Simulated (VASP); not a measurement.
# As (P6_3/mmc) in VASP: single point with PBE

Aim: the single point of As with PBE.

All numbers are computed with VASP 6.6.1; they aren't measurements. Logs are shortened: lines on timing, memory, paths and dates and some standing lists are left out, and cuts for length are marked.

**1. The cell of the first run**

It takes space group P6_3/mmc (No. 194, hexagonal). The conventional cell has a = 3.668 Å, b = 3.668 Å, c = 3.560 Å, α = 90.00°, β = 90.00°, γ = 120.00°. Within 3.7 Å of As (site symmetry -6m2) lie 14 As at 2.77 to 3.67 Å.

This isn't the form of As at room conditions, which is rhombohedral.

**2. Single point, PBE**

INCAR

```
ALGO     = Normal         # electronic algorithm
EDIFF    = 1E-6           # SCF threshold, eV
ENCUT    = 500            # plane-wave cutoff, eV
GGA      = PE             # functional
GGA_COMPAT= F            
ISIF     = 2              # what is computed and relaxed
ISMEAR   = 0              # smearing method
LASPH    = T              # aspherical terms in the spheres
LCHARG   = F              # write CHGCAR
LREAL    = F              # projectors in reciprocal space
LWAVE    = F              # write WAVECAR
NBANDS   = 24             # bands
NELM     = 120            # most SCF steps
PREC     = Accurate       # precision mode
SIGMA    = 0.1            # smearing width, eV
```

KPOINTS

```
k-points
0
Gamma
  15 15 15
```

POSCAR

```
As
1.0
   -1.8341207573      3.1767903389     -3.5602713458
    3.6682415147      0.0000000000     -3.5602713458
   -1.8341207574     -3.1767903389     -3.5602713458
As
6
Direct
    0.5833333333      0.9166666667      0.2500000000
    0.2500000000      0.5833333333      0.9166666667
    0.9166666667      0.2500000000      0.5833333333
    0.7500000000      0.4166666667      0.0833333333
    0.4166666667      0.0833333333      0.7500000000
    0.0833333333      0.7500000000      0.4166666667
```

Potentials or basis: VASP PAW PBE potentials, release 64 (As).

Command:

```console
cat potpaw_PBE.64/As/POTCAR > POTCAR
mpirun -np 1 vasp_std > vasp.out
```

OUTCAR:

```text
EDIFF = 1E-6
   ENCUT = 500
   GGA = PE
   ISIF = 2
   ISMEAR = 0
   LASPH = T
   LREAL = F
   NELM = 120
   PREC = Accurate

 ion  position               nearest neighbor table
   1  0.583  0.917  0.250-   5 2.77   5 2.77   6 2.77   4 2.77   6 2.77   4 2.77
   2  0.250  0.583  0.917-   4 2.77   4 2.77   6 2.77   5 2.77   5 2.77   6 2.77
   3  0.917  0.250  0.583-   6 2.77   6 2.77   4 2.77   5 2.77   5 2.77   4 2.77
   4  0.750  0.417  0.083-   2 2.77   2 2.77   3 2.77   1 2.77   1 2.77   3 2.77
   5  0.417  0.083  0.750-   1 2.77   1 2.77   3 2.77   2 2.77   3 2.77   2 2.77
   6  0.083  0.750  0.417-   3 2.77   3 2.77   2 2.77   1 2.77   1 2.77   2 2.77

  LATTYP: Found a trigonal (rhomboedric) cell.
 ALAT       =     5.1119006118
 COS(alpha) =     0.2275999391

  Lattice vectors:

 A1 = (  -1.8341207573,   3.1767903389,  -3.5602713458)
 A2 = (   3.6682415147,   0.0000000000,  -3.5602713458)
 A3 = (  -1.8341207574,  -3.1767903389,  -3.5602713458)

Analysis of symmetry for initial positions (statically):
=====================================================================
 Subroutine PRICEL returns following result:

  LATTYP: Found a hexagonal cell.
 ALAT       =     3.6682415143
 C/A-ratio  =     0.9705662323

  Lattice vectors:

 A1 = (  -1.8341207566,   3.1767903389,   0.0000000000)
 A2 = (   3.6682415143,   0.0000000000,   0.0000000000)
 A3 = (   0.0000000004,   0.0000000000,  -3.5602713458)

   3 primitive cells build up your supercell.

 Routine SETGRP: Setting up the symmetry group for a
 trigonal (rhombohedral) supercell.

 Subroutine GETGRP returns: Found 12 space group operations
 (whereof  6 operations were pure point group operations)
 out of a pool of 12 trial point group operations.

The static configuration has the point symmetry S_6 .
 The point group associated with its full space group is D_3d.

Analysis of symmetry for dynamics (positions and initial velocities):
=====================================================================
 Subroutine PRICEL returns following result:

  LATTYP: Found a hexagonal cell.
 ALAT       =     3.6682415143
 C/A-ratio  =     0.9705662323

  Lattice vectors:

 A1 = (  -1.8341207566,   3.1767903389,   0.0000000000)
 A2 = (   3.6682415143,   0.0000000000,   0.0000000000)
 A3 = (   0.0000000004,   0.0000000000,  -3.5602713458)

   3 primitive cells build up your supercell.

 Routine SETGRP: Setting up the symmetry group for a
 trigonal (rhombohedral) supercell.

 Subroutine GETGRP returns: Found 12 space group operations
 (whereof  6 operations were pure point group operations)
 out of a pool of 12 trial point group operations.

The dynamic configuration has the point symmetry S_6 .
 The point group associated with its full space group is D_3d.

 Subroutine INISYM returns: Found 12 space group operations
 (whereof  6 operations are pure point group operations),
 and found     3 'primitive' translations

----------------------------------------------------------------------------------------

                                     Primitive cell

  volume of cell :      41.4887

  direct lattice vectors                    reciprocal lattice vectors
    -1.834120757  3.176790339  0.000000000     0.000000000  0.314783128  0.000000000
     3.668241514  0.000000000  0.000000000     0.272610186  0.157391564  0.000000000
     0.000000000  0.000000000 -3.560271346     0.000000000  0.000000000 -0.280877468

  length of vectors
     3.668241514  3.668241514  3.560271346     0.314783128  0.314783128  0.280877468

  position of ions in fractional coordinates (direct lattice)
     0.333333333  0.666666667  0.750000000
     0.666666667  0.333333333  0.250000000

  ion indices of the primitive-cell ions
   primitive index   ion index
                 1           1
                 2           5

----------------------------------------------------------------------------------------

 KPOINTS: k-points

Automatic generation of k-mesh.
 Grid dimensions read from file:
 generate k-points for:   15   15   15

 Generating k-lattice:

  Cartesian coordinates                     Fractional coordinates (reciprocal lattice)
    -0.006058004  0.010492771 -0.006241722     0.066666667  0.000000000 -0.000000000
     0.012116008 -0.000000000 -0.006241722     0.000000000  0.066666667  0.000000000
    -0.006058004 -0.010492771 -0.006241722     0.000000000  0.000000000  0.066666667

  Length of vectors
     0.013629261  0.013629261  0.013629261

  Shift w.r.t. Gamma in fractional coordinates (k-lattice)
     0.000000000  0.000000000  0.000000000

 Subroutine IBZKPT returns following result:
 ===========================================

 Found    344 irreducible k-points:

 Following reciprocal coordinates:
            Coordinates               Weight
  0.000000  0.000000  0.000000      1.000000
  0.066667  0.000000  0.000000      6.000000
  0.133333 -0.000000  0.000000      6.000000
  0.200000 -0.000000  0.000000      6.000000
  0.266667 -0.000000  0.000000      6.000000
  0.333333 -0.000000  0.000000      6.000000
[... 16 lines left out ...]
  0.133333  0.133333  0.000000      6.000000
  0.200000  0.133333 -0.000000     12.000000
 [... further k-points ...]
   k-points           NKPTS =    344   k-points in BZ     NKDIM =    344   number of bands    NBANDS=     24
   number of dos      NEDOS =    301   number of ions     NIONS =      6
   total plane-waves  NPLWV =  64000
   dimension x,y,z NGX =    40 NGY =   40 NGZ =   40
   dimension x,y,z NGXF=    80 NGYF=   80 NGZF=   80
   ions per type =               6
   NGX,Y,Z   is equivalent  to a cutoff of  13.01, 13.01, 13.01 a.u.
   NGXF,Y,Z  is equivalent  to a cutoff of  26.02, 26.02, 26.02 a.u.
 SYSTEM =  unknown system
   PREC   = accura    normal or accurate (medium, high low for compatibility)
   ISTART =      0    job   : 0-new  1-cont  2-samecut
   ICHARG =      2    charge: 1-file 2-atom 10-const
   ISPIN  =      1    spin polarized calculation?
   LNONCOLLINEAR =      F non collinear calculations
   LSORBIT =      F    spin-orbit coupling
   LASPH  =      T    aspherical Exc in radial PAW
   ENCUT  =  500.0 eV  36.75 Ry    6.06 a.u.   9.32  9.32  9.32*2*pi/ulx,y,z
   NELM   =    120;   NELMIN=  2; NELMDL= -5     # of ELM steps
   EDIFF  = 0.1E-05   stopping-criterion for ELM
   LREAL  =      F    real-space projection
   EDIFFG = 0.1E-04   stopping-criterion for IOM
   NSW    =      0    number of steps for IOM
   IBRION =     -1    ionic relax: 0-MD 1-quasi-New 2-CG
   NFREE  =      0    steps in history (QN), initial steepest desc. (CG)
   ISIF   =      2    stress and relaxation
   ISYM   =      2    0-nonsym 1-usesym 2-fastsym
   POTIM  = 0.5000    time-step for ionic-motion
   TEBEG  =    0.0;   TEEND  =   0.0 temperature during run
   PSTRESS=    0.0 pullay stress
   NELECT =      30.0000    total number of electrons
   NUPDOWN=      -1.0000    fix difference up-down
   EMIN   =  10.00;   EMAX   =-10.00  energy-range for DOS
   EFERMI =   0.00;   METHOD = LEGACY
   ISMEAR =     0;   SIGMA  =   0.10  broadening in eV -4-tet -1-fermi 0-gaus
   EFERMI_NEDOS =   21; number of points for ismear=-14 and -15
   IALGO  =     38    algorithm
   IMIX   =      4    mixing-type and parameters
     AMIX     =   0.40;   BMIX     =  1.00
     AMIX_MAG =   1.60;   BMIX_MAG =  1.00
  volume/ion in A,a.u.               =      20.74       139.99
  Fermi-wavevector in a.u.,A,eV,Ry     =   1.018822  1.925294 14.122823  1.037998
  Thomas-Fermi vector in A             =   2.152301
   LORBIT       =      0    0 simple, 1 ext, 2 COOP (PROOUT), +10 PAW based schemes
   GGA     = PE    functional components
   LHFCALC =     F    Hartree Fock is set to
   AEXX    =    0.0000 exact exchange contribution
   IVDW    =     0    specifies the selected vdW correction
   LEPSILON=     F    determine dielectric tensor
   LRPA    =     F    only Hartree local field effects (RPA)
 non-spin polarized calculation
 Gauss-broadening in eV      SIGMA  =   0.10
  energy-cutoff  :      500.00
  volume of cell :      124.47
 maximum number of plane-waves:      3187
 NGX is ok and might be reduce to    40
   NGX = 19   NGY = 19   NGZ = 19

 number of electron      29.9999999 magnetization

 Free energy of the ion-electron system (eV)
  ---------------------------------------------------
  ext. energy  EPLUGINS =         0.00000000
  ---------------------------------------------------
  free energy    TOTEN  =       -26.42949759 eV

  energy without entropy =      -26.41595162  energy(sigma->0) =      -26.42272461

 E-fermi :   5.4983     XC(G=0): -10.2368

 val. band max:        5.4922634358   @ k =   0.3333   0.2667   0.2000
 cond. band min:       5.4986826145   @ k =   0.4000   0.2000   0.0667
 fundamental gap:      0.0064191787
 Fermi energy:         5.4982759174

 k-point     1 :       0.0000    0.0000    0.0000
  band No.  band energies     occupation
      1      -9.1858      2.00000
      2      -4.8771      2.00000
      3      -4.8771      2.00000
      4      -4.8771      2.00000
      5      -4.8771      2.00000
      6      -0.4604      2.00000
[... 16 lines left out ...]
     23      10.9344      0.00000
     24      10.9344      0.00000

 k-point     2 :       0.0667    0.0000    0.0000
  band No.  band energies     occupation
      1      -9.1614      2.00000
      2      -5.2198      2.00000
      3      -4.9805      2.00000
      4      -4.7325      2.00000
      5      -4.6105      2.00000
      6      -0.5495      2.00000
[... 16 lines left out ...]
     23      10.9415      0.00000
     24      11.3060      0.00000

 k-point     3 :       0.1333   -0.0000    0.0000
  band No.  band energies     occupation
      1      -9.0884      2.00000
      2      -5.6156      2.00000
      3      -5.0426      2.00000
      4      -4.5473      2.00000
      5      -4.4360      2.00000
      6      -0.7880      2.00000
[... 16 lines left out ...]
     23      10.7540      0.00000
     24      11.4089      0.00000

 k-point     4 :       0.2000   -0.0000    0.0000
  band No.  band energies     occupation
      1      -8.9673      2.00000
      2      -6.0404      2.00000
      3      -5.0641      2.00000
      4      -4.3570      2.00000
      5      -4.3228      2.00000
      6      -1.1201      2.00000
[... 16 lines left out ...]
     23      10.4563      0.00000
     24      11.1272      0.00000

 k-point     5 :       0.2667   -0.0000    0.0000
  band No.  band energies     occupation
      1      -8.7986      2.00000
      2      -6.4735      2.00000
      3      -5.0468      2.00000
      4      -4.3631      2.00000
      5      -4.0608      2.00000
      6      -1.5006      2.00000
[... 16 lines left out ...]
     23      10.4652      0.00000
     24      10.5197      0.00000

 k-point     6 :       0.3333   -0.0000    0.0000
  band No.  band energies     occupation
      1      -8.5836      2.00000
      2      -6.8986      2.00000
      3      -4.9934      2.00000
      4      -4.4337      2.00000
      5      -3.7639      2.00000
      6      -1.9012      2.00000
[... 16 lines left out ...]
     23       9.7896      0.00000
     24       9.9115      0.00000
[... 379 lines left out ...]
 k-point    21 :      -0.1333    0.0667   -0.0000
  band No.  band energies     occupation
      1      -9.0487      2.00000
      2      -5.6565      2.00000
      3      -5.3098      2.00000
      4      -4.3828      2.00000
      5      -4.3714      2.00000
      6      -0.8335      2.00000
[... 16 lines left out ...]
     23      10.9495      0.00000
     24      11.2828      0.00000

 k-point    22 :      -0.0667    0.0667    0.0000
  band No.  band energies     occupation
      1      -9.1293      2.00000
      2      -5.2700      2.00000
      3      -5.2700      2.00000
      4      -4.5311      2.00000
      5      -4.5311      2.00000
      6      -0.6097      2.00000
[... 16 lines left out ...]
     23      11.1968      0.00000
     24      11.1968      0.00000

 k-point    23 :       0.1333    0.1333    0.0000
  band No.  band energies     occupation
      1      -9.0222      2.00000
      2      -5.7006      2.00000
      3      -4.8962      2.00000
      4      -4.8118      2.00000
      5      -4.3564      2.00000
      6      -1.1370      2.00000
[... 16 lines left out ...]
     23      10.9083      0.00000
     24      11.3395      0.00000

 k-point    24 :       0.2000    0.1333   -0.0000
  band No.  band energies     occupation
      1      -8.9165      2.00000
      2      -5.9729      2.00000
      3      -4.8831      2.00000
      4      -4.7165      2.00000
      5      -4.3860      2.00000
      6      -1.4342      2.00000
[... 16 lines left out ...]
     23      10.6727      0.00000
     24      10.9362      0.00000

 [... further k-points ...]
[... 5 lines left out ...]
  --------------------------------------------------------------------------------------
  -------------------------------------------------------------------------------------
  Total        0.0725379      0.0725379      0.2405378      0.0000000      0.0000000     -0.0000000
  in kB        0.9337379      0.9337379      3.0963000      0.0000000      0.0000000     -0.0000000
  external PRESSURE =       1.6545919 kB  Pullay stress =       0.0000000 kB

 VOLUME and BASIS-vectors are now :
 -----------------------------------------------------------------------------
  energy-cutoff  :      500.00
  volume of cell :      124.47
      direct lattice vectors                 reciprocal lattice vectors
    -1.834120757  3.176790339 -3.560271346    -0.090870062  0.157391564 -0.093625823
     3.668241515  0.000000000 -3.560271346     0.181740124 -0.000000000 -0.093625823
    -1.834120757 -3.176790339 -3.560271346    -0.090870062 -0.157391564 -0.093625823

 POSITION                                       TOTAL-FORCE (eV/Angst)
 -----------------------------------------------------------------------------------
      1.83412      1.05893     -6.23047         0.000000     -0.000000     -0.000000
     -0.00000     -2.11786     -6.23047        -0.000000      0.000000      0.000000
     -1.83412      1.05893     -6.23047        -0.000000      0.000000      0.000000
      0.00000      2.11786     -4.45034        -0.000000      0.000000      0.000000
     -1.83412     -1.05893     -4.45034         0.000000     -0.000000     -0.000000
      1.83412     -1.05893     -4.45034         0.000000     -0.000000      0.000000
 -----------------------------------------------------------------------------------
    total drift:                                0.000000     -0.000000      0.000000

  FREE ENERGIE OF THE ION-ELECTRON SYSTEM (eV)
  ---------------------------------------------------
  free  energy   TOTEN  =       -26.4294975923 eV

  energy  without entropy=      -26.4159516217  energy(sigma->0) =      -26.42272461
```

Wall time 5.1 min (1 thread of Intel Xeon 6975P-C (Granite Rapids), shared host); peak memory 0.75 GiB.

What came out:

```yaml
Free_energy: -26.4295 eV
Pressure: 0.2 GPa
Band_gap_on_the_k_mesh: zero (bands 15 and 16 overlap by 2.25 eV)
```
